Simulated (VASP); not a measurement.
# Co (Pm-3m) in VASP: further runs, part 2 of 2

VASP 6.6.1.

## Step 3: Single point, BLYP, collinear spin, ferromagnetic start (13.93 Å³/atom)

This run uses another cell than the first one, of 13.93 Å³/atom.

INCAR

```
PREC = Accurate
ENCUT = 520
EDIFF = 1E-7
ISMEAR = -1
SIGMA = 0.05
LREAL = False
LASPH = True
NELM = 150
ALGO = Normal
ISIF = 2
LWAVE = False
LCHARG = False
ISPIN = 2
MAGMOM = -1.754 -1.754
LORBIT = 11
LMAXMIX = 4
GGA = B5
ALDAX = 1.0
AGGAX = 1.0
AGGAC = 1.0
ALDAC = 0.0
NBANDS = 20
```

KPOINTS

```
regular mesh
0
Gamma
  13 13 13
```

POSCAR

```
Co
1.0
    0.0000000000      2.4063716165      2.4063716165
    2.4063716165      0.0000000000      2.4063716165
    2.4063716165      2.4063716165      0.0000000000
Co
2
Direct
    0.0000000000      0.0000000000      0.0000000000
    0.5000000000      0.5000000000      0.5000000000
```

Potentials or basis: VASP PAW PBE potentials, release 64 (Co).

Command:

```
$ cat potpaw_PBE.64/Co/POTCAR > POTCAR
$ mpirun -np 1 vasp_std > vasp.out
```

OUTCAR:

```text
PREC = Accurate
   ENCUT = 520
   EDIFF = 1E-7
   ISMEAR = -1
   LREAL = False
   LASPH = True
   NELM = 150
   ISIF = 2
   ISPIN = 2
   LORBIT = 11
   GGA = B5

 ion  position               nearest neighbor table
   1  0.000  0.000  0.000-   2 2.41   2 2.41   2 2.41   2 2.41   2 2.41   2 2.41
   2  0.500  0.500  0.500-   1 2.41   1 2.41   1 2.41   1 2.41   1 2.41   1 2.41

  LATTYP: Found a face centered cubic cell.
 ALAT       =     4.8127432330

  Lattice vectors:

 A1 = (   0.0000000000,   2.4063716165,   2.4063716165)
 A2 = (   2.4063716165,   0.0000000000,   2.4063716165)
 A3 = (   2.4063716165,   2.4063716165,   0.0000000000)

Analysis of symmetry for initial positions (statically):
=====================================================================
 Subroutine PRICEL returns following result:

  LATTYP: Found a simple cubic cell.
 ALAT       =     2.4063716165
[... 12 lines left out ...]
 Subroutine GETGRP returns: Found 48 space group operations
 (whereof 48 operations were pure point group operations)
 out of a pool of 48 trial point group operations.

The static configuration has the point symmetry O_h .

Analysis of symmetry for dynamics (positions and initial velocities):
=====================================================================
 Subroutine PRICEL returns following result:

  LATTYP: Found a simple cubic cell.
 ALAT       =     2.4063716165
[... 12 lines left out ...]
 Subroutine GETGRP returns: Found 48 space group operations
 (whereof 48 operations were pure point group operations)
 out of a pool of 48 trial point group operations.

The dynamic configuration has the point symmetry O_h .

Analysis of structural, dynamic, and magnetic symmetry:
=====================================================================
 Subroutine PRICEL returns following result:

  LATTYP: Found a simple cubic cell.
 ALAT       =     2.4063716165
[... 12 lines left out ...]
 Subroutine GETGRP returns: Found 48 space group operations
 (whereof 48 operations were pure point group operations)
 out of a pool of 48 trial point group operations.

The overall configuration has the point symmetry O_h .

 Subroutine INISYM returns: Found 48 space group operations
 (whereof 48 operations are pure point group operations),
 and found     2 'primitive' translations

----------------------------------------------------------------------------------------

                                     Primitive cell

  volume of cell :      13.9344

  direct lattice vectors                    reciprocal lattice vectors
    -2.406371616  0.000000000  0.000000000    -0.415563412  0.000000000  0.000000000
     0.000000000  0.000000000  2.406371616     0.000000000  0.000000000  0.415563412
     0.000000000  2.406371616  0.000000000     0.000000000  0.415563412  0.000000000

  length of vectors
     2.406371616  2.406371616  2.406371616     0.415563412  0.415563412  0.415563412

  position of ions in fractional coordinates (direct lattice)
     0.000000000  0.000000000  0.000000000

  ion indices of the primitive-cell ions
   primitive index   ion index
                 1           1

----------------------------------------------------------------------------------------

[... 61 lines left out ...]
   ISTART =      0    job   : 0-new  1-cont  2-samecut
   ICHARG =      2    charge: 1-file 2-atom 10-const
   ISPIN  =      2    spin polarized calculation?
   LNONCOLLINEAR =      F non collinear calculations
   LSORBIT =      F    spin-orbit coupling
   LASPH  =      T    aspherical Exc in radial PAW
   ENCUT  =  520.0 eV  38.22 Ry    6.18 a.u.   6.33  6.33  6.33*2*pi/ulx,y,z
   NELM   =    150;   NELMIN=  2; NELMDL= -5     # of ELM steps
   EDIFF  = 0.1E-06   stopping-criterion for ELM
   LREAL  =      F    real-space projection
   EDIFFG = 0.1E-05   stopping-criterion for IOM
   NSW    =      0    number of steps for IOM
   IBRION =     -1    ionic relax: 0-MD 1-quasi-New 2-CG
   NFREE  =      0    steps in history (QN), initial steepest desc. (CG)
   ISIF   =      2    stress and relaxation
   ISYM   =      2    0-nonsym 1-usesym 2-fastsym
   POTIM  = 0.5000    time-step for ionic-motion
   TEBEG  =    0.0;   TEEND  =   0.0 temperature during run
   PSTRESS=    0.0 pullay stress
   NELECT =      18.0000    total number of electrons
   NUPDOWN=      -1.0000    fix difference up-down
   EMIN   =  10.00;   EMAX   =-10.00  energy-range for DOS
   EFERMI =   0.00;   METHOD = LEGACY
   ISMEAR =    -1;   SIGMA  =   0.05  broadening in eV -4-tet -1-fermi 0-gaus
   EFERMI_NEDOS =   21; number of points for ismear=-14 and -15
   IALGO  =     38    algorithm
   IMIX   =      4    mixing-type and parameters
     AMIX     =   0.40;   BMIX     =  1.00
     AMIX_MAG =   1.60;   BMIX_MAG =  1.00
  volume/ion in A,a.u.               =      13.93        94.03
  Fermi-wavevector in a.u.,A,eV,Ry     =   1.415119  2.674187 27.246508  2.002562
  Thomas-Fermi vector in A             =   2.536591
   LORBIT       =     11    0 simple, 1 ext, 2 COOP (PROOUT), +10 PAW based schemes
   GGA     = B5    functional components
   LHFCALC =     F    Hartree Fock is set to
   AEXX    =    0.0000 exact exchange contribution
   IVDW    =     0    specifies the selected vdW correction
   LEPSILON=     F    determine dielectric tensor
   LRPA    =     F    only Hartree local field effects (RPA)
 spin polarized calculation
  energy-cutoff  :      520.00
  volume of cell :       27.87
 maximum number of plane-waves:       763
 NGX is ok and might be reduce to    28
   NGX = 13   NGY = 13   NGZ = 13

 number of electron      18.0000008 magnetization      -3.7464580

 Free energy of the ion-electron system (eV)
  ---------------------------------------------------
  ext. energy  EPLUGINS =         0.00000000
  ---------------------------------------------------
  free energy    TOTEN  =       -10.92751134 eV

  energy without entropy =      -10.90144859  energy(sigma->0) =      -10.91447996

 E-fermi :   7.8122     XC(G=0): -11.3060

 val. band max:        7.8047185299   @ k =  -0.3846   0.4615   0.1538
 cond. band min:       7.8138731791   @ k =  -0.4615   0.0769   0.0000
 fundamental gap:      0.0091546492
 Fermi energy:         7.8121894780

 spin component 1

 k-point     1 :       0.0000    0.0000    0.0000
  band No.  band energies     occupation
      1       0.3512      1.00000
      2       5.0908      1.00000
      3       5.0908      1.00000
      4       5.6786      1.00000
      5       5.6786      1.00000
      6       5.6786      1.00000
[... 541 lines left out ...]
     19      27.1247      0.00000
     20      32.5115      0.00000

 [... further k-points ...]

 spin component 2

 k-point     1 :       0.0000    0.0000    0.0000
  band No.  band energies     occupation
      1       0.2031      1.00000
      2       3.8052      1.00000
      3       3.8052      1.00000
      4       3.9452      1.00000
      5       3.9452      1.00000
      6       3.9452      1.00000
[... 541 lines left out ...]
     19      26.7197      0.00000
     20      32.2058      0.00000

 [... further k-points ...]

------------------------ aborting loop because EDIFF is reached ----------------------------------------

  FORCE on cell =-STRESS in cart. coord.  units (eV):
  Direction    XX          YY          ZZ          XY          YZ          ZX
  --------------------------------------------------------------------------------------
  -------------------------------------------------------------------------------------
  Total       -0.8267666     -0.8267666     -0.8267666     -0.0000000     -0.0000000      0.0000000
  in kB      -47.5308301    -47.5308301    -47.5308301     -0.0000000     -0.0000000      0.0000000
  external PRESSURE =     -47.5308301 kB  Pullay stress =       0.0000000 kB

 VOLUME and BASIS-vectors are now :
 -----------------------------------------------------------------------------
  energy-cutoff  :      520.00
  volume of cell :       27.87
      direct lattice vectors                 reciprocal lattice vectors
     0.000000000  2.406371616  2.406371616    -0.207781706  0.207781706  0.207781706
     2.406371616  0.000000000  2.406371616     0.207781706 -0.207781706  0.207781706
     2.406371616  2.406371616  0.000000000     0.207781706  0.207781706 -0.207781706

 POSITION                                       TOTAL-FORCE (eV/Angst)
 -----------------------------------------------------------------------------------
      0.00000      0.00000      0.00000         0.000000     -0.000000     -0.000000
      2.40637      2.40637      2.40637        -0.000000      0.000000      0.000000
 -----------------------------------------------------------------------------------
    total drift:                                0.000000      0.000000      0.000000

  FREE ENERGIE OF THE ION-ELECTRON SYSTEM (eV)
  ---------------------------------------------------
  free  energy   TOTEN  =       -10.9275113372 eV

  energy  without entropy=      -10.9014485908  energy(sigma->0) =      -10.91447996

 total charge

# of ion       s       p       d       tot
------------------------------------------
    1        0.467   0.345   7.268   8.080
    2        0.467   0.345   7.268   8.080
--------------------------------------------------
tot          0.935   0.690  14.535  16.160

 magnetization (x)

# of ion       s       p       d       tot
------------------------------------------
    1       -0.005   0.009  -1.886  -1.882
    2       -0.005   0.009  -1.886  -1.882
--------------------------------------------------
tot         -0.010   0.018  -3.773  -3.765
```

stdout:

```text
POSCAR found type information on POSCAR Co
 POSCAR found :  1 types and       2 ions
 scaLAPACK will be used
 -----------------------------------------------------------------------------
|                                                                             |
|                                                                             |
|     You enforced a specific xc type in the INCAR file but a different       |
|     I HOPE YOU KNOW WHAT YOU ARE DOING!                                     |
|                                                                             |
 -----------------------------------------------------------------------------

 LDA part: xc-table for (Slater(with rela. corr.)+VWN5), standard interpolation
 POSCAR, INCAR and KPOINTS ok, starting setup
 FFT: planning ... GRIDC
 FFT: planning ... GRID_SOFT
 FFT: planning ... GRID
 WAVECAR not read
 entering main loop
```

Run time: 1.8 min. Hardware: 1 thread of AMD EPYC 9R45 (Zen 5), shared host; peak memory 0.18 GiB.

What came out:

| Quantity | Value |
| --- | --- |
| Free energy | -10.9275 eV |
| Pressure | -4.8 GPa |
| Net moment | -3.75 μB per cell |
| Site moments | Co -1.88 μB |
| Valence electrons inside the program's atomic spheres | Co 8.08 |

Levels at points of the mesh, in eV from the Fermi level:
Spin up:
| k point | band 4 | band 5 | band 6 | band 7 | band 8 | band 9 | band 10 | band 11 |
| --- | --- | --- | --- | --- | --- | --- | --- | --- |
| (0.00, 0.00, 0.00) | -2.13 | -2.13 | -2.13 | 1.05 | 1.05 | 1.05 | 1.52 | 1.52 |
Spin down:
| k point | band 9 | band 10 | band 11 | band 12 | band 13 | band 14 |
| --- | --- | --- | --- | --- | --- | --- |
| (0.00, 0.00, 0.00) | -1.22 | -0.17 | -0.17 | 10.65 | 10.65 | 10.65 |

Caveat: the cell stands under tension; the PAW data sets were made with another functional, which shifts forces and pressure a little.
